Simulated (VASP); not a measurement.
## Li2Se: single point with r2SCAN

Crystal: Li2Se.

```
CELL_PARAMETERS angstrom
0.00000 3.09004 3.09004
3.09004 0.00000 3.09004
3.09004 3.09004 0.00000
ATOMIC_POSITIONS crystal
Li 0.25000 0.25000 0.25000
Li 0.75000 0.75000 0.75000
Se 0.00000 0.00000 0.00000
```

```json
{"Program": "VASP 6.6.1", "Task": "single point", "Functional": "r2SCAN", "Potentials or basis": "VASP PAW PBE potentials, release 64 (Li_sv, Se)", "Cutoff": "830 eV", "k mesh": "8 × 8 × 8", "Occupations": "gaussian, width 0.02 eV", "Spin": "no spin polarisation"}
```

```yaml
Pressure: -3.0 GPa
Band_gap_on_the_k_mesh: 3.51 eV (least direct gap 3.75 eV)
```

Levels at points of the mesh, in eV from the valence-band top:
```
           k point  band 2  band 3  band 4  band 5  band 6  band 7  band 8  band 9  band 10  band 11
(0.00, 0.00, 0.00)  -46.30  -11.55    0.00    0.00    0.00    3.75    6.25    6.25     6.25    10.91
(0.50, 0.00, 0.00)  -46.30  -11.24   -2.61   -0.46   -0.46    5.57    6.53    6.53     8.20    12.06
(0.50, 0.50, 0.00)  -46.30  -11.14   -2.06   -1.27   -1.27    3.51    6.73   10.71    10.71    11.64
```

Run time: 4.3 min on 1 thread of Intel Xeon 8259CL, with other jobs on the host, peak memory 0.3 GiB.

Caveat: the cell stands under tension; the PAW data sets were made with another functional, which shifts forces and pressure a little. r2SCAN opens gaps a little over a GGA but as a rule still falls short of measured ones.
